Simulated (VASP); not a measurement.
Runs of VASP 6.6.1 on LiF. The structure is that of space group Fm-3m (No. 225), or close to it. The cells are those of the table. 

```tsv
level	cell	k mesh	smearing	gap on the mesh (eV)
PBE	a = 2.819, b = 2.819, c = 2.807 Å, angles 60.1, 60.1, 59.7°, 2 atoms	6 × 6 × 6	gaussian 0.01 eV	9.40
PBE	a = 2.819, b = 2.819, c = 2.807 Å, angles 60.1, 60.1, 59.7°, 2 atoms	10 × 10 × 10	fermi-dirac 0.02 eV	9.40
r2SCAN	a = 2.821 Å, angles 60.0°, 2 atoms	10 × 10 × 10	gaussian 0.01 eV	10.55
r2SCAN	a = 2.751 Å, angles 60.0°, 2 atoms	10 × 10 × 10	gaussian 0.01 eV	(a)
PBE	a = 2.751 Å, angles 60.0°, 2 atoms	6 × 6 × 6	gaussian 0.01 eV	10.08
PBE	a = 2.821, b = 2.828, c = 2.828 Å, angles 59.8, 60.1, 60.1°, 2 atoms	10 × 10 × 10	fermi-dirac 0.02 eV	9.30
PBE	a = 2.751 Å, angles 60.0°, 2 atoms	10 × 10 × 10	fermi-dirac 0.02 eV	10.08
```

Alike in all rows: task single point; potentials or basis VASP PAW PBE potentials, release 64 (Li_sv, F); no spin polarisation; cutoff (eV) 520.

Problem. Fill in the values left out.

Solution. (a) 11.32.

Caveats: some runs use coarse meshes.

A k mesh can miss the band edges.
